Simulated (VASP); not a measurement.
# TaRe (Cmmm) in VASP: single point with LDA

Aim: the single point of TaRe with LDA.

Everything below comes from runs of VASP 6.6.1. Logs are shortened: lines on timing, memory, paths and dates and some standing lists are left out, and cuts for length are marked.

### 1 The cell of the first run

The structure is orthorhombic, space group Cmmm (No. 65). Conventional cell: a = 3.193 Å, b = 4.579 Å, c = 4.444 Å, α = 90.00°, β = 90.00°, γ = 90.00°. Within 3.6 Å of Ta (site symmetry mmm) lie 8 Re at 2.74 to 3.19 Å and 6 Ta at 2.79 to 3.19 Å. Within 3.6 Å of Re (site symmetry mmm) lie 8 Ta at 2.74 to 3.19 Å and 6 Re at 2.79 to 3.19 Å.

### 2 Single point, LDA

Contents of INCAR:

```
SYSTEM = TaRe
PREC = Accurate ; ENCUT = 600
EDIFF = 1E-6 ; ISMEAR = 0
SIGMA = 0.1 ; LREAL = .False.
LASPH = .True. ; NELM = 120
ALGO = Normal ; ISIF = 2
LWAVE = .False. ; LCHARG = .False.
GGA = CA ; NBANDS = 16
GGA_COMPAT = .False.
```

Contents of KPOINTS:

```
Automatic mesh
0
Gamma
  6 6 4
  0 0 0
```

Contents of POSCAR:

```
TaRe
1.0
    1.5963327900     -2.2893158474      0.0000000000
    1.5963327900      2.2893158474      0.0000000000
    0.0000000000      0.0000000000      4.4440933868
Ta Re
1 1
Direct
    0.5000000000      0.5000000000      0.5000000000
    0.0000000000      0.0000000000      0.0000000000
```

Potentials or basis: VASP PAW LDA potentials, release 64 (Ta_pv, Re).

The run is started by

```bash
$ cat potpaw_LDA.64/Ta_pv/POTCAR potpaw_LDA.64/Re/POTCAR > POTCAR
$ mpirun -np 1 vasp_std > vasp.out
```

OUTCAR:

```text
SYSTEM = TaRe
   PREC = Accurate
   ENCUT = 600
   EDIFF = 1E-6
   ISMEAR = 0
   LREAL = .False.
   LASPH = .True.
   NELM = 120
   ISIF = 2
   GGA = CA

 ion  position               nearest neighbor table
   1  0.500  0.500  0.500-   2 2.74   2 2.74   2 2.74   2 2.74   2 3.19   2 3.19   2 3.19   2 3.19

   2  0.000  0.000  0.000-   1 2.74   1 2.74   1 2.74   1 2.74   1 3.19   1 3.19   1 3.19   1 3.19

  LATTYP: Found a base centered orthorhombic cell.
 ALAT       =     3.1926655800
 B/A-ratio  =     1.4341093923
 C/A-ratio  =     1.3919695864

  Lattice vectors:

 A1 = (   1.5963327900,  -2.2893158474,   0.0000000000)
 A2 = (   1.5963327900,   2.2893158474,   0.0000000000)
 A3 = (   0.0000000000,   0.0000000000,   4.4440933868)

Analysis of symmetry for initial positions (statically):
=====================================================================
 Subroutine PRICEL returns:
 Original cell was already a primitive cell.

 Routine SETGRP: Setting up the symmetry group for a
 base centered orthorhombic supercell.

 Subroutine GETGRP returns: Found  8 space group operations
 (whereof  8 operations were pure point group operations)
 out of a pool of  8 trial point group operations.

The static configuration has the point symmetry D_2h.

Analysis of symmetry for dynamics (positions and initial velocities):
=====================================================================
 Subroutine PRICEL returns:
 Original cell was already a primitive cell.

 Routine SETGRP: Setting up the symmetry group for a
 base centered orthorhombic supercell.

 Subroutine GETGRP returns: Found  8 space group operations
 (whereof  8 operations were pure point group operations)
 out of a pool of  8 trial point group operations.

The dynamic configuration has the point symmetry D_2h.

 Subroutine INISYM returns: Found  8 space group operations
 (whereof  8 operations are pure point group operations),
 and found     1 'primitive' translations

----------------------------------------------------------------------------------------

                                     Primitive cell

  volume of cell :      32.4820

  direct lattice vectors                    reciprocal lattice vectors
     1.596332790 -2.289315847  0.000000000     0.313217897 -0.218405862  0.000000000
     1.596332790  2.289315847  0.000000000     0.313217897  0.218405862  0.000000000
     0.000000000  0.000000000  4.444093387     0.000000000  0.000000000  0.225017774

  length of vectors
     2.790921967  2.790921967  4.444093387     0.381846267  0.381846267  0.225017774

  position of ions in fractional coordinates (direct lattice)
     0.500000000  0.500000000  0.500000000
     0.000000000  0.000000000  0.000000000

  ion indices of the primitive-cell ions
   primitive index   ion index
                 1           1
                 2           2

----------------------------------------------------------------------------------------

 KPOINTS: Automatic mesh

Automatic generation of k-mesh.
 Grid dimensions read from file:
 generate k-points for:    6    6    4

 Generating k-lattice:

  Cartesian coordinates                     Fractional coordinates (reciprocal lattice)
     0.052202983 -0.036400977  0.000000000     0.166666667 -0.000000000  0.000000000
     0.052202983  0.036400977  0.000000000    -0.000000000  0.166666667  0.000000000
     0.000000000  0.000000000  0.056254443     0.000000000  0.000000000  0.250000000

  Length of vectors
     0.063641044  0.063641044  0.056254443

  Shift w.r.t. Gamma in fractional coordinates (k-lattice)
     0.000000000  0.000000000  0.000000000

 Subroutine IBZKPT returns following result:
 ===========================================

 Found     39 irreducible k-points:

 Following reciprocal coordinates:
            Coordinates               Weight
  0.000000  0.000000  0.000000      1.000000
  0.166667  0.000000  0.000000      4.000000
  0.333333  0.000000  0.000000      4.000000
  0.500000  0.000000  0.000000      2.000000
  0.166667  0.166667  0.000000      2.000000
  0.333333  0.166667  0.000000      4.000000
[... 16 lines left out ...]
  0.333333  0.333333  0.250000      4.000000
  0.500000  0.333333  0.250000      8.000000
 [... further k-points ...]
   k-points           NKPTS =     39   k-points in BZ     NKDIM =     39   number of bands    NBANDS=     16
   number of dos      NEDOS =    301   number of ions     NIONS =      2
   total plane-waves  NPLWV =  20736
   dimension x,y,z NGX =    24 NGY =   24 NGZ =   36
   dimension x,y,z NGXF=    48 NGYF=   48 NGZF=   72
   ions per type =               1   1
   NGX,Y,Z   is equivalent  to a cutoff of  14.30, 14.30, 13.47 a.u.
   NGXF,Y,Z  is equivalent  to a cutoff of  28.59, 28.59, 26.93 a.u.
 SYSTEM =  TaRe
   PREC   = accura    normal or accurate (medium, high low for compatibility)
   ISTART =      0    job   : 0-new  1-cont  2-samecut
   ICHARG =      2    charge: 1-file 2-atom 10-const
   ISPIN  =      1    spin polarized calculation?
   LNONCOLLINEAR =      F non collinear calculations
   LSORBIT =      F    spin-orbit coupling
   LASPH  =      T    aspherical Exc in radial PAW
   ENCUT  =  600.0 eV  44.10 Ry    6.64 a.u.   5.57  5.57  8.88*2*pi/ulx,y,z
   NELM   =    120;   NELMIN=  2; NELMDL= -5     # of ELM steps
   EDIFF  = 0.1E-05   stopping-criterion for ELM
   LREAL  =      F    real-space projection
   EDIFFG = 0.1E-04   stopping-criterion for IOM
   NSW    =      0    number of steps for IOM
   IBRION =     -1    ionic relax: 0-MD 1-quasi-New 2-CG
   NFREE  =      0    steps in history (QN), initial steepest desc. (CG)
   ISIF   =      2    stress and relaxation
   ISYM   =      2    0-nonsym 1-usesym 2-fastsym
   POTIM  = 0.5000    time-step for ionic-motion
   TEBEG  =    0.0;   TEEND  =   0.0 temperature during run
   PSTRESS=    0.0 pullay stress
   NELECT =      18.0000    total number of electrons
   NUPDOWN=      -1.0000    fix difference up-down
   EMIN   =  10.00;   EMAX   =-10.00  energy-range for DOS
   EFERMI =   0.00;   METHOD = LEGACY
   ISMEAR =     0;   SIGMA  =   0.10  broadening in eV -4-tet -1-fermi 0-gaus
   EFERMI_NEDOS =   21; number of points for ismear=-14 and -15
   IALGO  =     38    algorithm
   IMIX   =      4    mixing-type and parameters
     AMIX     =   0.40;   BMIX     =  1.00
     AMIX_MAG =   1.60;   BMIX_MAG =  1.00
  volume/ion in A,a.u.               =      16.24       109.60
  Fermi-wavevector in a.u.,A,eV,Ry     =   1.344678  2.541073 24.601487  1.808158
  Thomas-Fermi vector in A             =   2.472652
   LORBIT       =      0    0 simple, 1 ext, 2 COOP (PROOUT), +10 PAW based schemes
   GGA     = CA    functional components
   LHFCALC =     F    Hartree Fock is set to
   AEXX    =    0.0000 exact exchange contribution
   IVDW    =     0    specifies the selected vdW correction
   LEPSILON=     F    determine dielectric tensor
   LRPA    =     F    only Hartree local field effects (RPA)
 non-spin polarized calculation
 Gauss-broadening in eV      SIGMA  =   0.10
  energy-cutoff  :      600.00
  volume of cell :       32.48
 maximum number of plane-waves:      1098
 NGX is ok and might be reduce to    24
   NGX = 11   NGY = 11   NGZ = 17

 number of electron      18.0000000 magnetization

 Free energy of the ion-electron system (eV)
  ---------------------------------------------------
  ext. energy  EPLUGINS =         0.00000000
  ---------------------------------------------------
  free energy    TOTEN  =       -26.95327560 eV

  energy without entropy =      -26.94508609  energy(sigma->0) =      -26.94918084

 E-fermi :   7.1560     XC(G=0): -13.3263

 val. band max:        7.1058467886   @ k =   0.1667   0.0000   0.2500
 cond. band min:       7.1665310040   @ k =  -0.3333   0.3333   0.5000
 fundamental gap:      0.0606842154
 Fermi energy:         7.1560309476

 k-point     1 :       0.0000    0.0000    0.0000
  band No.  band energies     occupation
      1     -27.0489      2.00000
      2     -26.4817      2.00000
      3     -26.2829      2.00000
      4      -2.2360      2.00000
      5       1.0984      2.00000
      6       3.4750      2.00000
[... 8 lines left out ...]
     15      13.6612      0.00000
     16      18.4767      0.00000

 k-point     2 :       0.1667    0.0000    0.0000
  band No.  band energies     occupation
      1     -27.0214      2.00000
      2     -26.7059      2.00000
      3     -26.3701      2.00000
      4      -1.3059      2.00000
      5       1.9345      2.00000
      6       3.6320      2.00000
[... 8 lines left out ...]
     15      15.1232      0.00000
     16      17.1272      0.00000

 k-point     3 :       0.3333    0.0000    0.0000
  band No.  band energies     occupation
      1     -27.2441      2.00000
      2     -26.9657      2.00000
      3     -26.4196      2.00000
      4       0.8275      2.00000
      5       2.8758      2.00000
      6       4.2015      2.00000
[... 8 lines left out ...]
     15      15.2421      0.00000
     16      18.3736      0.00000

 k-point     4 :       0.5000    0.0000    0.0000
  band No.  band energies     occupation
      1     -27.5053      2.00000
      2     -26.9376      2.00000
      3     -26.4368      2.00000
      4       1.9699      2.00000
      5       2.9629      2.00000
      6       3.6744      2.00000
[... 8 lines left out ...]
     15      15.2352      0.00000
     16      17.3467      0.00000
[... 324 lines left out ...]
 k-point    22 :      -0.1667    0.1667    0.2500
  band No.  band energies     occupation
      1     -27.0136      2.00000
      2     -26.6251      2.00000
      3     -26.6164      2.00000
      4      -0.3734      2.00000
      5       2.1136      2.00000
      6       4.5202      2.00000
[... 8 lines left out ...]
     15      11.6397      0.00000
     16      20.0877      0.00000

 k-point    23 :       0.3333    0.3333    0.2500
  band No.  band energies     occupation
      1     -27.2418      2.00000
      2     -27.0954      2.00000
      3     -26.8741      2.00000
      4       2.7648      2.00000
      5       3.0341      2.00000
      6       3.0856      2.00000
[... 8 lines left out ...]
     15      15.0073      0.00000
     16      17.2321      0.00000

 k-point    24 :       0.5000    0.3333    0.2500
  band No.  band energies     occupation
      1     -27.4439      2.00000
      2     -26.9691      2.00000
      3     -26.8575      2.00000
      4       2.0424      2.00000
      5       2.3650      2.00000
      6       2.7485      2.00000
[... 8 lines left out ...]
     15      15.2837      0.00000
     16      16.8630      0.00000

 [... further k-points ...]
[... 5 lines left out ...]
  --------------------------------------------------------------------------------------
  -------------------------------------------------------------------------------------
  Total       -2.8079124     -1.6289866     -1.8838075      0.0000000      0.0000000      0.0000000
  in kB     -138.5006532    -80.3499777    -92.9190551      0.0000000      0.0000000      0.0000000
  external PRESSURE =    -103.9232287 kB  Pullay stress =       0.0000000 kB

 VOLUME and BASIS-vectors are now :
 -----------------------------------------------------------------------------
  energy-cutoff  :      600.00
  volume of cell :       32.48
      direct lattice vectors                 reciprocal lattice vectors
     1.596332790 -2.289315847  0.000000000     0.313217897 -0.218405862  0.000000000
     1.596332790  2.289315847  0.000000000     0.313217897  0.218405862  0.000000000
     0.000000000  0.000000000  4.444093387     0.000000000  0.000000000  0.225017774

 POSITION                                       TOTAL-FORCE (eV/Angst)
 -----------------------------------------------------------------------------------
      1.59633      0.00000      2.22205         0.000000      0.000000      0.000000
      0.00000      0.00000      0.00000        -0.000000      0.000000      0.000000
 -----------------------------------------------------------------------------------
    total drift:                                0.000000      0.000000     -0.000000

  FREE ENERGIE OF THE ION-ELECTRON SYSTEM (eV)
  ---------------------------------------------------
  free  energy   TOTEN  =       -26.9532756006 eV

  energy  without entropy=      -26.9450860884  energy(sigma->0) =      -26.94918084
```

It took 13 s on 1 thread of AMD EPYC 9R45 (Zen 5), shared host; peak memory 0.13 GiB.

What came out:

```
Free energy            : -26.9533 eV
Pressure               : -10.4 GPa
Band gap on the k mesh : zero (band 9 reaches 9.30 eV, above the bottom of band 10 at 6.38 eV)
```

Stress tensor (GPa, compression positive):
```
-13.85   0.00   0.00
  0.00  -8.03   0.00
  0.00   0.00  -9.29
```

Levels at points of the mesh, in eV from the Fermi level:
| k point | band 7 | band 8 | band 9 | band 10 | band 11 | band 12 |
| --- | --- | --- | --- | --- | --- | --- |
| (0.00, 0.00, 0.00) | -1.63 | -1.34 | -0.60 | 1.02 | 1.04 | 1.12 |
| (0.50, 0.00, 0.00) | -2.49 | -2.46 | -1.73 | 0.38 | 1.47 | 2.99 |
| (0.50, 0.50, 0.00) | -3.62 | 0.55 | 2.15 | 3.28 | 3.33 | 4.93 |
| (0.00, 0.00, 0.50) | -2.26 | -1.36 | -0.90 | 0.07 | 0.19 | 0.88 |
| (0.50, 0.00, 0.50) | -3.10 | 0.45 | 1.22 | 1.25 | 1.27 | 3.41 |
| (0.50, 0.50, 0.50) | -3.21 | -1.48 | -0.77 | 0.34 | 1.19 | 3.39 |

Caveat: the k points lie up to 0.40 Å⁻¹ apart; spin-orbit coupling is left out, which moves the levels of the heavy elements.
